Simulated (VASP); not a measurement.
# Co3Si8Ni: single point with LDA

Co3Si8Ni:

```
CELL_PARAMETERS angstrom
3.79505 0.00000 0.00000
0.00000 3.79505 0.00000
0.00000 0.00000 10.75694
ATOMIC_POSITIONS crystal
Co 0.50000 0.50000 0.24870
Co 0.00000 0.00000 0.50000
Co 0.50000 0.50000 0.75130
Si 0.00000 0.50000 0.12805
Si 0.50000 0.00000 0.37579
Si 0.00000 0.50000 0.62421
Si 0.50000 0.00000 0.87195
Si 0.00000 0.50000 0.37579
Si 0.50000 0.00000 0.62421
Si 0.00000 0.50000 0.87195
Si 0.50000 0.00000 0.12805
Ni 0.00000 0.00000 0.00000
```

```json
{"Program": "VASP 6.6.1", "Task": "single point", "Functional": "LDA", "Potentials or basis": "VASP PAW LDA potentials, release 64 (Co, Si, Ni)", "Cutoff": "520 eV", "k mesh": "10 × 10 × 4", "Occupations": "gaussian, width 0.1 eV", "Spin": "no spin polarisation", "Dipole correction": "no", "k mesh for the DOS": "15 × 15 × 6", "Occupations for the DOS": "tetrahedron", "Further INCAR settings": "ALGO = Normal; EDIFF = 1e-07"}
```

```yaml
Valence_electrons_inside_the_program's_atomic_spheres: Co 8.88; Si 1.60; Ni 9.83
```

Levels at points of the mesh, in eV from the Fermi level:
| k point | band 32 | band 33 | band 34 | band 35 | band 36 | band 37 | band 38 | band 39 |
| --- | --- | --- | --- | --- | --- | --- | --- | --- |
| (0.00, 0.00, 0.00) | -0.46 | -0.45 | 0.45 | 0.47 | 1.18 | 1.36 | 2.49 | 3.03 |
| (0.00, 0.00, 0.50) | 0.82 | 0.93 | 0.93 | 1.04 | 1.20 | 1.20 | 1.38 | 1.89 |

Run time: 13 min on 1 thread of Intel(R) Xeon(R) 6975P-C (Granite Rapids), on a shared host, peak memory 0.76 GiB.

Caveat: an odd number of electrons without spin polarisation forces a metal; a magnetic or distorted state may lie lower. Spin polarisation is off, so any magnetic state and its effect on volume and gap are missing.
